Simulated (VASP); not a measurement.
A run of VASP 6.6.1 is set up as follows.

Contents of INCAR:

```
ALGO = Normal
EDIFF = 1E-6
ENCUT = 520
GGA = PS
ISIF = 2
ISMEAR = 0
LASPH = T
LCHARG = T
LELF = T
LREAL = F
LVHAR = T
LWAVE = F
NBANDS = 35
NELM = 80
PREC = Accurate
SIGMA = 0.1
```

File KPOINTS:

```
k-points
0
Gamma
  18 18 6
```

The input POSCAR:

```
Hf2S
1.0
    3.3742737662      0.0000000000      0.0000000000
   -1.6871368831      2.9222068008      0.0000000000
    0.0000000000      0.0000000000     11.7174070300
Hf S
4 2
Direct
    0.6666666667      0.3333333333      0.8998116400
    0.3333333333      0.6666666667      0.3998116400
    0.6666666667      0.3333333333      0.6001883600
    0.3333333333      0.6666666667      0.1001883600
    0.0000000000      0.0000000000      0.7500000000
    0.0000000000      0.0000000000      0.2500000000
```

Potentials or basis: VASP PAW PBE potentials, release 64 (Hf_pv, S).

Command:

```console
$ cat potpaw_PBE.64/Hf_pv/POTCAR potpaw_PBE.64/S/POTCAR > POTCAR
$ mpirun -np 1 vasp_std > vasp.out
```

Q: Estimate the band gap on the k mesh.

A: Zero (band 26 reaches 6.74 eV, above the bottom of band 27 at 5.80 eV).

Q: Estimate the largest force.

A: 0.192 eV/Å.

Q: Estimate the pressure.

A: -3.3 GPa.

Forces on the atoms (eV/Å):
```
Hf   0.000  0.000 -0.192
Hf   0.000  0.000 -0.192
Hf   0.000  0.000  0.192
Hf   0.000  0.000  0.192
S    0.000  0.000  0.000
S    0.000  0.000  0.000
```

Caveat: the PAW data sets were made with another functional, which shifts forces and pressure a little; spin-orbit coupling is left out, which moves the levels of the heavy elements.
